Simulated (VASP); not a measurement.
Here is a VASP 6.6.1 calculation.

POSCAR

```
Ge
1.0
    0.0000000000      2.8360149687      2.8360149687
    2.8360149687      0.0000000000      2.8360149687
    2.8360149687      2.8360149687      0.0000000000
Ge
2
Direct
    0.5000000000      0.5000000000      0.5000000000
    0.7500000000      0.7500000000      0.7500000000
```

File INCAR.step1:

```
SYSTEM = Ge
ALGO = Normal ; EDIFF = 1E-4
ENCUT = 520 ; GGA = PE
ISMEAR = 1 ; LASPH = .TRUE.
LCHARG = .FALSE. ; LREAL = .FALSE.
LWAVE = .TRUE. ; NBANDS = 21
NELM = 60 ; PREC = Accurate
SIGMA = 0.1
```

File INCAR.step2:

```
SYSTEM = Ge
ALGO = Normal ; EDIFF = 1E-6
ENCUT = 520 ; ISIF = 2
ISMEAR = 1 ; ISTART = 1
LASPH = .TRUE. ; LCHARG = .FALSE.
LMIXTAU = .TRUE. ; LREAL = .FALSE.
LWAVE = .FALSE. ; METAGGA = R2SCAN
NBANDS = 21 ; NELM = 60
PREC = Accurate ; SIGMA = 0.1
```

Contents of KPOINTS:

```
k-points
0
G
  10 10 10
  0 0 0
```

Potentials or basis: VASP PAW PBE potentials, release 64 (Ge_d).

Run with:

```console
$ cat potpaw_PBE.64/Ge_d/POTCAR > POTCAR
$ cp INCAR.step1 INCAR
$ mpirun -np 1 vasp_std > vasp.out
$ cp INCAR.step2 INCAR
$ mpirun -np 1 vasp_std > vasp.out
```

Estimate the pressure.

0.1 GPa.

Predict the band gap on the k mesh.

0.33 eV.

Caveat: the PAW data sets were made with another functional, which shifts forces and pressure a little. A k mesh can miss the band edges.
